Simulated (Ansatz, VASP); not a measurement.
**Te: VASP beside Ansatz**

POSCAR

```
Te
1.0
    4.6324895870      0.0000000000      0.0000000000
   -2.3162447935      4.0118536651      0.0000000000
    0.0000000000      0.0000000000      5.8869033494
Te
3
Direct
    0.2535874851      0.0000000000      0.3333333333
    1.0000000000      0.2535874851      0.6666666667
    0.7464125149      0.7464125149      0.0000000000
```

INCAR.step1

```
SYSTEM = Te
PREC = Accurate
ENCUT = 520
ISMEAR = -1
SIGMA = 0.05
LREAL = .False.
LASPH = .True.
NELM = 100
NBANDS = 16
GGA = PE
ALGO = Normal
EDIFF = 1E-4
LWAVE = .True.
LCHARG = .False.
```

INCAR.step2

```
SYSTEM = Te
PREC = Accurate
ENCUT = 520
EDIFF = 1E-6
ISMEAR = -1
SIGMA = 0.05
LREAL = .False.
LASPH = .True.
NELM = 100
ALGO = Normal
ISIF = 2
LWAVE = .False.
LCHARG = .False.
METAGGA = R2SCAN
LMIXTAU = .True.
NBANDS = 16
ISTART = 1
```

KPOINTS

```
regular mesh
0
Gamma
  11 11 8
  0 0 0
```

Input for Ansatz:

```yaml
crystal:
  lattice:
    - [4.632489587, 0.0, 0.0]
    - [-2.3162447935, 4.0118536651, 0.0]
    - [0.0, 0.0, 5.8869033494]
  atoms:
    - { symbol: Te, position: [0.2535874851, 0.0, 0.3333333333] }
    - { symbol: Te, position: [1.0, 0.2535874851, 0.6666666667] }
    - { symbol: Te, position: [0.7464125149, 0.7464125149, 0.0] }
hamiltonian:
  xc: r2scan
  pseudopotentials:
    kind: paw
    azcp:
      Te: "pseudopotentials/Te.paw.azcp"
basis:
  ecutwfc: 500
  fft_grid_basis: typed
kpoints:
  mp_grid: { grid: [11, 11, 8], shift: [0, 0, 0] }
magnetization:
  spin_polarized: false
scf:
  occupations: { method: fermi_dirac, width: 0.05 }
  lower_state_search: "off"
output:
  stress: true
```

Alike in both runs: task single point; functional r2SCAN; k mesh 11 × 11 × 8; occupations fermi-dirac, width 0.05 eV; no spin polarisation.

```csv
,VASP,Ansatz
version,VASP 6.6.1,Ansatz 0.2.0
potentials or method,"VASP PAW PBE potentials, release 64 (Te), cutoff 520 eV","plane waves (500 eV) with PAW, scalar-relativistic"
valence electrons in the cell,18,48
```

```tsv
	VASP	Ansatz	Ansatz less VASP
pressure (GPa)	0.0	0.0	-0.04
traceless stress, the component that is largest in VASP (GPa)	0.10	0.07	-0.031
```

VASP's potentials were made for PBE, not for r2SCAN. VASP's potentials hold 18 valence electrons a cell and Ansatz's 48, so a difference there can come from the potentials and not from the codes.

Spin-orbit coupling is off throughout.
